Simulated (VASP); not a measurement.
Write the native input for VASP 6.6.1 that does the following.

```
Task                               : single point
Functional                         : PBE0
Potentials or basis                : VASP PAW PBE potentials, release 64 (Na_pv, S)
Cutoff                             : 400 eV
k mesh                             : 6 × 6 × 6
Occupations                        : fermi-dirac, width 0.02 eV
Spin                               : no spin polarisation
Dipole correction                  : no
Grid for exact exchange (PRECFOCK) : Normal
Further INCAR settings             : ALGO = Normal; EDIFF = 1e-06; NBANDS = 17
Share of exact exchange            : 0.25
```

The system is Na2S.

```
Na S
1.0
     0.00000    3.25599    3.25599
     3.25599    0.00000    3.25599
     3.25599    3.25599    0.00000
Na S
2 1
Cartesian
  1.6280 1.6280 1.6280
  4.8840 4.8840 4.8840
  0.0000 0.0000 0.0000
```

One way to write it, as run:

POSCAR

```
Na2S
1.0
    0.0000000000      3.2559887700      3.2559887700
    3.2559887700      0.0000000000      3.2559887700
    3.2559887700      3.2559887700      0.0000000000
Na S
2 1
Direct
    0.2500000000      0.2500000000      0.2500000000
    0.7500000000      0.7500000000      0.7500000000
    0.0000000000      0.0000000000      0.0000000000
```

INCAR.step1

```
PREC = Accurate
ENCUT = 400
EDIFF = 1E-5
ISMEAR = -1
SIGMA = 0.02
LREAL = False
LASPH = True
NELM = 120
ALGO = Normal
ISIF = 2
LWAVE = True
LCHARG = False
GGA = PE
NBANDS = 17
GGA_COMPAT = False
```

INCAR.step2

```
PREC = Accurate
ENCUT = 400
EDIFF = 1E-6
ISMEAR = -1
SIGMA = 0.02
LREAL = False
LASPH = True
NELM = 120
ALGO = Normal
ISIF = 2
LWAVE = False
LCHARG = False
GGA = PE
LHFCALC = True
AEXX = 0.25
PRECFOCK = Normal
ISTART = 1
NBANDS = 17
GGA_COMPAT = False
```

KPOINTS

```
regular mesh
0
Gamma
  6 6 6
```

Potentials or basis: VASP PAW PBE potentials, release 64 (Na_pv, S).

The run is started by

```bash
$ cat potpaw_PBE.64/Na_pv/POTCAR potpaw_PBE.64/S/POTCAR > POTCAR
$ cp INCAR.step1 INCAR
$ mpirun -np 1 vasp_std > vasp.out
$ cp INCAR.step2 INCAR
$ mpirun -np 1 vasp_std > vasp.out
```

It gave:

```json
{"Pressure": "0.0 GPa", "Band gap on the k mesh": "4.19 eV"}
```

Caveat: the PAW data sets were made with another functional, which shifts forces and pressure a little.

Wall time 41 min on 1 thread of Intel(R) Xeon(R) Platinum 8259CL CPU @ 2.50GHz (Skylake/Cascade Lake), on a shared host, peak memory 0.19 GiB.
